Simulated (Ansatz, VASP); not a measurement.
Al in VASP and in Ansatz

```
Al
1.0
     8.10000    0.00000    0.00000
     0.00000    8.10000    0.00000
     0.00000    0.00000    8.10000
Al
33
Cartesian
  4.0270 -0.0202 0.0208
  6.0755 2.0243 -0.0374
  6.0722 0.1190 2.0239
  0.0230 -0.0227 0.0234
  2.0236 2.0285 -0.1182
  4.0304 4.0700 0.0175
  6.0723 6.0768 -0.1182
  2.0264 0.4761 2.0279
  4.1690 2.0285 2.0239
  6.0723 3.9309 2.0239
  4.0305 -0.0167 4.0309
  6.0755 2.0243 4.0881
  6.0755 0.0381 6.0764
  0.0197 4.0726 0.0201
  2.0265 6.0730 -0.4759
  -0.1191 2.0285 2.0239
  2.0265 3.5951 2.0280
  4.5074 6.0729 2.0280
  0.0195 -0.0192 4.0283
  2.0236 2.0285 4.1698
  4.0339 4.0665 4.0343
  6.0723 6.0768 4.1698
  2.0236 0.1191 6.0721
  4.0875 2.0242 6.0765
  6.0755 4.0126 6.0765
  -0.4737 6.0731 2.0279
  0.0163 4.0691 4.0317
  2.0265 6.0729 4.5056
  -0.0381 2.0243 6.0764
  2.0236 3.9308 6.0722
  4.1692 6.0767 6.0722
  -0.1192 6.0768 6.0721
  2.0141 6.0892 2.0112
```

Alike in both runs: functional LDA; k mesh 3 × 3 × 3; occupations gaussian, width 0.1 eV; no spin polarisation.

Ansatz relaxed the structure, and its values are those at the end. VASP's run is a single point on that final structure, the one shown.

|  | VASP | Ansatz |
| --- | --- | --- |
| version | VASP 6.6.1 | Ansatz 0.2.0 |
| potentials or method | VASP PAW LDA potentials, release 64 (Al), cutoff 520 eV | scalar-relativistic, plane waves, PAW |
| valence electrons in the cell | 99 | 99 |

```tsv
	VASP	Ansatz	Ansatz less VASP
rms of the force components (eV/Å)	0.006	0.006	-0.0001
```

Ansatz warns that its potentials were made for another functional, while VASP's fit it. LDA's correlation is that of Perdew and Zunger in VASP and of Perdew and Wang (1992) in Ansatz.
